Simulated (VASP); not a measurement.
Crystal: ScAl3.

```xyz
4
Lattice="4.0878 0.0000 0.0000 0.0000 4.0878 0.0000 0.0000 0.0000 4.0878" Properties=species:S:1:pos:R:3 pbc="T T T"
Sc    0.0000    0.0000    0.0000
Al    2.0439    2.0439    0.0000
Al    0.0000    2.0439    2.0439
Al    2.0439    0.0000    2.0439
```

| Item | Value |
| --- | --- |
| Program | VASP 6.6.1 |
| Task | relaxation of cell and atoms |
| Functional | BLYP |
| Potentials or basis | VASP PAW PBE potentials, release 64 (Sc_sv, Al) |
| Cutoff | 600 eV |
| k mesh | 7 × 7 × 7 |
| Occupations | fermi-dirac, width 0.05 eV |
| Spin | no spin polarisation |

At the start: pressure 3.9 GPa; volume 17.08 Å³/atom.

Task: How do energy, volume and symmetry change on relaxing?

Result: Over 3 steps the energy falls by 9.7 meV/atom and the volume is 17.90 Å³/atom (+4.8 %); space group Pm-3m (No. 221, to 0.1 Å) before and after.

The path:
| step | energy change (eV) | largest force (eV/Å) | pressure (GPa) | volume (Å³) |
| --- | --- | --- | --- | --- |
| 1 | 0.0000 | 0.0000 | 3.94 | 68.31 |
| 2 | -0.0361 | 0.0000 | -0.97 | 72.55 |
| 3 | -0.0389 | 0.0000 | 0.00 | 71.60 |

Final structure:
```xyz
4
Lattice="4.1524 0.0000 0.0000 0.0000 4.1524 0.0000 0.0000 0.0000 4.1524" Properties=species:S:1:pos:R:3 pbc="T T T"
Sc    0.0000    0.0000    0.0000
Al    2.0762    2.0762    0.0000
Al    0.0000    2.0762    2.0762
Al    2.0762    0.0000    2.0762
```

Caveat: the PAW data sets were made with another functional, which shifts forces and pressure a little.
